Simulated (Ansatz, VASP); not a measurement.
## W: VASP beside Ansatz

```xyz
2
Lattice="0.0000 2.8000 2.8000 2.8000 0.0000 2.8000 2.8000 2.8000 0.0000" Properties=species:S:1:pos:R:3 pbc="T T T"
W    -0.7000   -0.7000   -0.7000
W     0.7000    0.7000    0.7000
```

Change from the starting cell: volume scaled by 0.92, LAPW.

Alike in both runs: task single point; functional PBEsol; k mesh 14 × 14 × 14; occupations fermi-dirac, width 0.1 eV; no spin polarisation.

|  | VASP | Ansatz |
| --- | --- | --- |
| version | VASP 6.6.1 | Ansatz 0.2.0 |
| potentials or method | VASP PAW PBE potentials, release 64 (W_sv), cutoff 520 eV | all-electron LAPW, scalar-relativistic |

|  | VASP | Ansatz | Ansatz less VASP |
| --- | --- | --- | --- |
| pressure (GPa) | 13.8 | 12.6 | -1.25 |

VASP's potentials were made for PBE, not for PBEsol. Ansatz ran all-electron here, and VASP with PAW potentials.

Neither program's run includes spin-orbit coupling.
